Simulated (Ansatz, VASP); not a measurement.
**One calculation of C, two programs**

Contents of INCAR:

```
PREC = Accurate
ENCUT = 520
EDIFF = 1E-6
ISMEAR = 0
SIGMA = 0.05
LREAL = F
LASPH = T
NELM = 80
ALGO = Normal
ISIF = 2
LWAVE = F
LCHARG = F
GGA = PE
IVDW = 12
NBANDS = 31
```

KPOINTS

```
Automatic mesh
0
Gamma
  7 11 3
```

File POSCAR:

```
C
1.0
    0.0000000000      1.4231666446     -3.3613878322
   -2.4649969361      0.0000000000      0.0000000000
    1.8487477021     10.2509802668      2.7939581845
C
10
Direct
    0.3726656816      0.2067664467      0.8090219290
    0.7519199904      0.6466559666      0.0622079555
    0.9071064132      0.2866835866      0.2489114489
    0.0622928360      0.9267112067      0.4356149422
    0.2174792588      0.5667388267      0.6223184356
    0.8032664325      0.1933716534      0.1244955379
   -0.0415471447      0.8333992734      0.3111990313
    0.1136392781      0.4734268935      0.4979025246
    0.2688257009      1.1134545135      0.6846060180
    0.4240121237      0.7534821335      0.8713095114
```

Input for Ansatz:

```yaml
crystal:
  lattice:
    - [0.0, 1.4231666446, -3.3613878322]
    - [-2.4649969361, 0.0, 0.0]
    - [1.8487477021, 10.2509802668, 2.7939581845]
  atoms:
    - { symbol: C, position: [0.3726656816, 0.2067664467, 0.809021929] }
    - { symbol: C, position: [0.7519199904, 0.6466559666, 0.0622079555] }
    - { symbol: C, position: [0.9071064132, 0.2866835866, 0.2489114489] }
    - { symbol: C, position: [0.062292836, 0.9267112067, 0.4356149422] }
    - { symbol: C, position: [0.2174792588, 0.5667388267, 0.6223184356] }
    - { symbol: C, position: [0.8032664325, 0.1933716534, 0.1244955379] }
    - { symbol: C, position: [-0.0415471447, 0.8333992734, 0.3111990313] }
    - { symbol: C, position: [0.1136392781, 0.4734268935, 0.4979025246] }
    - { symbol: C, position: [0.2688257009, 1.1134545135, 0.684606018] }
    - { symbol: C, position: [0.4240121237, 0.7534821335, 0.8713095114] }
basis:
  ecutwfc: 520.0
kpoints:
  mp_grid: { grid: [7, 11, 3] }
hamiltonian:
  xc: pbe
  dispersion: d3bj
scf:
  occupations: { method: gaussian, width: 0.05 }
output:
  forces: true
  stress: true
  eigenvalues: true
  write_density: true
  write_potential: true
  elf: true
  volumetric_format: npy
```

Alike in both runs: task single point; functional PBE; dispersion D3(BJ); k mesh 7 × 11 × 3; occupations gaussian, width 0.05 eV; no spin polarisation.

|  | VASP | Ansatz |
| --- | --- | --- |
| version | VASP 6.6.1 | Ansatz 0.2.0 |
| potentials or method | VASP PAW PBE potentials, release 64 (C), cutoff 520 eV | scalar-relativistic, plane waves, PAW |
| valence electrons in the cell | 40 | 40 |

|  | VASP | Ansatz | Ansatz less VASP |
| --- | --- | --- | --- |
| gap on the k mesh at the Fermi level (eV) | none | none | - |
| pressure (GPa) | -4.9 | -5.3 | -0.39 |
| traceless stress, the component that is largest in VASP (GPa) | -4.81 | -4.79 | +0.020 |
| rms of the force components (eV/Å) | 0.794 | 0.792 | -0.0017 |

Atom by atom the forces differ by 0.012 eV/Å (rms over components). A gap of «none» marks a metal or a gap that the smearing closes.
